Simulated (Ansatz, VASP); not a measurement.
# One calculation of W, two programs

Contents of INCAR:

```
SYSTEM = W
PREC = Accurate ; ENCUT = 500
EDIFF = 1E-6 ; ISMEAR = -1
SIGMA = 0.05 ; LREAL = .False.
LASPH = .True. ; NELM = 120
ALGO = Normal ; ISIF = 2
LWAVE = .False. ; LCHARG = .True.
GGA = PS ; LELF = .True.
LVHAR = .True. ; NBANDS = 13
GGA_COMPAT = .False.
```

File KPOINTS:

```
regular mesh
0
Gamma
  14 14 14
  0 0 0
```

File POSCAR:

```
W
1.0
    0.0000000000      2.0097000000      2.0300000000
    2.0097000000      0.0000000000      2.0300000000
    2.0097000000      2.0097000000      0.0000000000
W
1
Direct
    0.0000000000      0.0000000000      0.0000000000
```

Input for Ansatz:

```yaml
crystal:
  lattice:
    - [0.0, 2.0097, 2.03]
    - [2.0097, 0.0, 2.03]
    - [2.0097, 2.0097, 0.0]
  atoms:
    - { symbol: W, position: [0.0, 0.0, 0.0] }
kpoints:
  mp_grid: { grid: [14, 14, 14] }
  band_path:
    path:
      - [0.0, 0.0, 0.0]
      - [0.0, 0.5, 0.5]
      - [0.25, 0.75, 0.5]
      - [0.0, 0.5, 0.0]
      - [0.0, 0.0, 0.0]
      - [0.5, 0.5, 0.0]
      - [0.3725125, 0.6274875, 0.0]
      - [-0.3725125, 0.3725125, 0.0]
      - [0.0, 0.0, 0.0]
    npoints: 5
scf:
  occupations: { method: fermi_dirac, width: 0.05 }
hamiltonian:
  xc: pbesol
  pseudopotentials: { kind: all_electron, lapw: { basis_error: 0.001 } }
output:
  forces: true
  stress: true
  eigenvalues: true
```

Change from the starting cell: equal xx and yy strain of -1 %.

Alike in both runs: task single point; functional PBEsol; k mesh 14 × 14 × 14; occupations fermi-dirac, width 0.05 eV; no spin polarisation.

|  | VASP | Ansatz |
| --- | --- | --- |
| version | VASP 6.6.1 | Ansatz 0.2.0 |
| potentials or method | VASP PAW PBE potentials, release 64 (W_sv), cutoff 500 eV | all-electron LAPW, scalar-relativistic |

```tsv
	VASP	Ansatz	Ansatz less VASP
pressure (GPa)	-6.9	-7.3	-0.44
traceless stress, the component that is largest in VASP (GPa)	2.15	2.14	-0.005
```

VASP's potentials were made for PBE, not for PBEsol. Ansatz ran all-electron here, and VASP with PAW potentials.

Neither program's run includes spin-orbit coupling.
